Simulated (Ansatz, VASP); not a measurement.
One calculation of BiTe, two programs

```xyz
8
Lattice="-4.9303 -2.7909 3.4030 4.7930 -2.7453 3.2410 -0.0291 5.4556 3.2540" Properties=species:S:1:pos:R:3 pbc="T T T"
Bi    0.0885    0.0829    5.0821
Bi    0.1568    2.8733    1.5377
Bi    2.2993   -1.3394    1.5012
Bi   -2.5274   -1.8133    1.7489
Te   -0.0764    0.0014    0.0901
Te    0.0460   -3.0330    3.4545
Te   -2.5792    1.5932    3.1391
Te    2.2596    1.4736    3.2424
```

Change from the starting cell: all atoms moved at random (sigma 0.15 Å a component), cell strained at random (sigma 0.03).

Alike in both runs: task single point; functional LDA; k mesh 3 × 3 × 3; occupations gaussian, width 0.15 eV; no spin polarisation.

|  | VASP | Ansatz |
| --- | --- | --- |
| version | VASP 6.6.1 | Ansatz 0.2.0 |
| potentials or method | VASP PAW LDA potentials, release 64 (Bi_d, Te), cutoff 520 eV | scalar-relativistic, plane waves, PAW |
| valence electrons in the cell | 84 | 124 |

VASP gave:

```
gap on the k mesh at the Fermi level (eV)                     : none
pressure (GPa)                                                : 0.6
traceless stress, the component that is largest in VASP (GPa) : 1.65
rms of the force components (eV/Å)                            : 0.683
```

Task: Which values does Ansatz return?

Result: gap on the k mesh at the Fermi level (eV): none; pressure (GPa): 0.5; traceless stress, the component that is largest in VASP (GPa): 1.62; rms of the force components (eV/Å): 0.666.

LDA's correlation is that of Perdew and Zunger in VASP and of Perdew and Wang (1992) in Ansatz. Atom by atom the forces differ by 0.018 eV/Å (rms over components). A gap of «none» marks a metal or a gap that the smearing closes. VASP's potentials hold 84 valence electrons a cell and Ansatz's 124, so a difference there can come from the potentials and not from the codes.

Neither program's run includes spin-orbit coupling.
